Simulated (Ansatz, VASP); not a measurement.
**One calculation of CaO, two programs**

INCAR

```
SYSTEM = CaO
PREC = Accurate ; ENCUT = 600
EDIFF = 1E-6 ; ISMEAR = -1
SIGMA = 0.05 ; LREAL = .FALSE.
LASPH = .TRUE. ; NELM = 80
ALGO = Normal ; ISIF = 3
LWAVE = .FALSE. ; LCHARG = .FALSE.
GGA = PE ; IBRION = 2
NSW = 100 ; EDIFFG = -0.005
```

KPOINTS

```
Automatic mesh
0
G
  11 11 11
  0 0 0
```

Contents of POSCAR:

```
CaO
1.0
    0.0000000000      2.5303869658      2.5303869658
    2.5303869658      0.0000000000      2.5303869658
    2.5303869658      2.5303869658      0.0000000000
Ca O
1 1
Direct
    0.0000000000      0.0000000000      0.0000000000
    0.2500000000      0.2500000000      0.2500000000
```

Input for Ansatz:

```yaml
crystal:
  lattice:
    - [0.0, 2.5303869658, 2.5303869658]
    - [2.5303869658, 0.0, 2.5303869658]
    - [2.5303869658, 2.5303869658, 0.0]
  atoms:
    - { symbol: Ca, position: [0.0, 0.0, 0.0] }
    - { symbol: O, position: [0.25, 0.25, 0.25] }
kpoints:
  mp_grid: { grid: [11, 11, 11] }
scf:
  occupations: { method: fermi_dirac, width: 0.05 }
hamiltonian:
  xc: pbe
  pseudopotentials: { kind: paw }
output:
  forces: true
  stress: true
  write_density: true
  write_potential: true
  elf: true
  volumetric_format: npy
relax:
  f_tol: 0.005
  max_steps: 80
  cell: {}
```

Alike in both runs: task relaxation of cell and atoms; functional PBE; k mesh 11 × 11 × 11; occupations fermi-dirac, width 0.05 eV; no spin polarisation.

|  | VASP | Ansatz |
| --- | --- | --- |
| version | VASP 6.6.1 | Ansatz 0.2.0 |
| potentials or method | VASP PAW PBE potentials, release 64 (Ca_sv, O) | PAW with Ansatz's default frozen-core files, scalar-relativistic |
| plane-wave cutoff (eV) | 600 | 420 |
| valence electrons in the cell | 16 | 16 |

|  | VASP | Ansatz | Ansatz less VASP |
| --- | --- | --- | --- |
| gap on the k mesh at the Fermi level, each at its own relaxed structure (eV) | 3.26 | 3.29 | +0.026 |
| relaxed volume (Å³/atom) | 18.12 | 18.02 | -0.100 |
| relaxed cell length with the largest relative difference (Å) | 3.715 | 3.708 | -0.0069 |
